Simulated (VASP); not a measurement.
Here is a VASP 6.6.1 calculation.

Contents of INCAR:

```
PREC     = Accurate       # precision mode
ENCUT    = 600            # plane-wave cutoff, eV
EDIFF    = 1E-7           # SCF threshold, eV
ISMEAR   = 0              # smearing method
SIGMA    = 0.1            # smearing width, eV
LREAL    = False          # projectors in reciprocal space
LASPH    = True           # aspherical terms in the spheres
NELM     = 100            # most SCF steps
ALGO     = Normal         # electronic algorithm
ISIF     = 3              # what is computed and relaxed
LWAVE    = False          # write WAVECAR
LCHARG   = False          # write CHGCAR
GGA      = PE             # functional
IVDW     = 12             # dispersion correction
IBRION   = 2              # ionic algorithm
NSW      = 100            # ionic steps
EDIFFG   = -0.05          # ionic threshold
```

Contents of KPOINTS:

```
regular mesh
0
Gamma
  3 3 8
```

The input POSCAR:

```
Si3N4
1.0
    7.5950000000      0.0000000000      0.0000000000
   -3.7975000000      6.5774629417      0.0000000000
    0.0000000000      0.0000000000      2.9023000000
Si N
6 8
Direct
    0.7687000000      0.1744000000      0.2500000000
    0.5943000000      0.7687000000      0.7500000000
    0.8256000000      0.5943000000      0.2500000000
    0.2313000000      0.8256000000      0.7500000000
    0.4057000000      0.2313000000      0.2500000000
    0.1744000000      0.4057000000      0.7500000000
    0.0297000000      0.3295000000      0.2650000000
    0.7002000000      0.0297000000      0.7650000000
    0.6705000000      0.7002000000      0.2650000000
    0.9703000000      0.6705000000      0.7650000000
    0.2998000000      0.9703000000      0.2650000000
    0.3295000000      0.2998000000      0.7650000000
    0.3333333333      0.6666666667      0.2344000000
    0.6666666667      0.3333333333      0.7344000000
```

Potentials or basis: VASP PAW PBE potentials, release 64 (Si, N).

Launch:

```sh
$ cat potpaw_PBE.64/Si/POTCAR potpaw_PBE.64/N/POTCAR > POTCAR
$ mpirun -np 1 vasp_std > vasp.out
```

What does it give for the space group after relaxing (to 0.05 Å)?

P6_3/m (No. 176).

Predict the relaxed volume.

10.43 Å³/atom.

Estimate the relaxed cell.

a = 7.614 Å, b = 7.614 Å, c = 2.909 Å, α = 90.00°, β = 90.00°, γ = 120.00°.

Estimate the dispersion energy per atom.

-0.256 eV.

The path:
```tsv
step	energy change (eV)	largest force (eV/Å)	pressure (GPa)	volume (Å³)
1	0.0000	2.4710	-6.61	144.99
2	-1.3849	2.1130	6.82	135.40
3	-2.3039	1.6932	0.04	139.15
4	-2.8976	2.5596	0.13	138.36
5	-3.1733	2.9356	2.92	137.25
6	-3.2977	2.9612	3.09	137.20
7	-3.6436	2.9076	3.83	137.07
8	-4.1284	3.1737	6.26	136.79
9	-3.8072	5.6890	14.78	136.25
10	-4.2378	3.8234	8.47	136.62
11	-4.9976	3.6619	7.26	137.50
12	-6.6580	3.1336	4.34	140.08
13	-7.0828	2.6550	0.08	144.94
14	-7.3845	2.4213	1.79	143.05
15	-7.8885	1.7171	-0.36	143.95
16	-8.1254	1.6455	-2.43	145.08
17	-8.4941	1.2922	-1.85	144.64
18	-9.1207	1.2397	0.75	143.31
19	-9.1667	1.4290	1.99	142.83
20	-9.4962	0.7837	0.96	143.62
21	-9.5153	0.9022	0.76	143.87
22	-9.6654	0.7729	-0.05	144.68
23	-9.7290	1.2206	-0.81	145.61
24	-9.8246	0.9443	-1.01	145.86
25	-9.9646	0.3673	-1.48	146.59
26	-9.9672	0.4357	-1.53	146.70
27	-9.9934	0.3787	-0.54	146.15
28	-10.0047	0.3701	0.73	145.48
29	-10.0157	0.3254	0.59	145.61
30	-10.0206	0.2671	0.42	145.78
31	-10.0297	0.2035	0.05	146.02
32	-10.0374	0.1095	-0.71	146.53
33	-10.0399	0.0592	-0.22	146.25
34	-10.0404	0.0513	0.11	146.07
35	-10.0410	0.0274	0.15	146.05
```

Caveat: the relaxation stopped at a loose force limit of 0.05 eV/Å, so its end isn't a converged minimum. Zero-point motion and thermal expansion aren't in these numbers.
